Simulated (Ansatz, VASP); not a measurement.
# Zn3Br2: VASP beside Ansatz

The input INCAR:

```
SYSTEM = Zn3Br2
ALGO = Normal
EDIFF = 1E-6
ENCUT = 520
GGA = PE
ISIF = 2
ISMEAR = 0
LASPH = .TRUE.
LCHARG = .TRUE.
LELF = .TRUE.
LREAL = .FALSE.
LVHAR = .TRUE.
LWAVE = .FALSE.
NBANDS = 33
NELM = 100
PREC = Accurate
SIGMA = 0.1
```

File KPOINTS:

```
k-points
0
G
  6 6 4
  0 0 0
```

File POSCAR:

```
Zn3Br2
1.0
    4.1922115621      0.0000000000      0.0000000000
   -2.0961057810      3.6305617108      0.0000000000
    0.0000000000      0.0000000000      6.5224002222
Zn Br
3 2
Direct
    0.0000000000      0.0000000000      0.0000000000
    0.3333333333      0.6666666667      0.6450000000
    0.6666666667      0.3333333333      0.3550000000
    0.3333333333      0.6666666667      0.2450000000
    0.6666666667      0.3333333333      0.7550000000
```

Input for Ansatz:

```yaml
crystal:
  lattice:
    - [4.1922115621, 0.0, 0.0]
    - [-2.096105781, 3.6305617108, 0.0]
    - [0.0, 0.0, 6.5224002222]
  atoms:
    - { symbol: Zn, position: [0.0, 0.0, 0.0] }
    - { symbol: Zn, position: [0.3333333333, 0.6666666667, 0.645] }
    - { symbol: Zn, position: [0.6666666667, 0.3333333333, 0.355] }
    - { symbol: Br, position: [0.3333333333, 0.6666666667, 0.245] }
    - { symbol: Br, position: [0.6666666667, 0.3333333333, 0.755] }
basis:
  ecutwfc: 420
kpoints:
  mp_grid: { grid: [6, 6, 4] }
hamiltonian:
  xc: pbe
scf:
  occupations: { method: gaussian, width: 0.1 }
  lower_state_search: "off"
output:
  forces: true
  stress: true
  eigenvalues: true
```

Alike in both runs: task single point; functional PBE; k mesh 6 × 6 × 4; occupations gaussian, width 0.1 eV; no spin polarisation.

|  | VASP | Ansatz |
| --- | --- | --- |
| version | VASP 6.6.1 | Ansatz 0.2.0 |
| potentials or method | VASP PAW PBE potentials, release 64 (Zn, Br), cutoff 520 eV | scalar-relativistic, plane waves, PAW |
| valence electrons in the cell | 50 | 50 |

|  | VASP | Ansatz | Ansatz less VASP |
| --- | --- | --- | --- |
| gap on the k mesh at the Fermi level (eV) | none | none | - |
| pressure (GPa) | 16.2 | 16.0 | -0.20 |
| traceless stress, the component that is largest in VASP (GPa) | -2.14 | -2.14 | 0.000 |
| rms of the force components (eV/Å) | 0.430 | 0.424 | -0.0065 |

Atom by atom the forces differ by 0.007 eV/Å (rms over components). A gap of «none» marks a metal or a gap that the smearing closes.
